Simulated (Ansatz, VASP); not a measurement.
Two plane-wave programs on La3Sc3F

```
La Sc F
1.0
     5.97793    0.00000    0.00000
     0.00000    5.97793    0.00000
     0.00000    0.00000    5.97793
La Sc F
3 3 1
Direct
  0.00000 0.50000 0.00000
  0.50000 0.00000 0.00000
  0.00000 0.00000 0.50000
  0.00000 0.50000 0.50000
  0.50000 0.50000 0.00000
  0.50000 0.00000 0.50000
  0.50000 0.50000 0.50000
```

Change from the starting cell: species swapped into the Ce3GaBr3 type (Pm-3m, No. 221).

Alike in both runs: functional PBE; k mesh 6 × 6 × 6; occupations gaussian, width 0.1 eV; collinear spin.

Ansatz relaxed the structure, and its values are those at the end. VASP's run is a single point on that final structure, the one shown.

|  | VASP | Ansatz |
| --- | --- | --- |
| version | VASP 6.6.1 | Ansatz 0.2.0 |
| potentials or method | VASP PAW PBE potentials, release 64 (La, Sc_sv, F), cutoff 520 eV | scalar-relativistic, plane waves, PAW |
| valence electrons in the cell | 73 | 73 |

```csv
,VASP,Ansatz,Ansatz less VASP
gap on the k mesh at the Fermi level (eV),none,none,-
pressure (GPa),0.0,0.0,-0.03
net moment per atom (μB),0.28,0.29,+0.003
size of the moment on the site where the two differ most (μB),0.16,0.13,-0.030
```

Site moments also hang on the region over which each program counts them. A gap of «none» marks a metal or a gap that the smearing closes.

Spin-orbit coupling is off throughout.
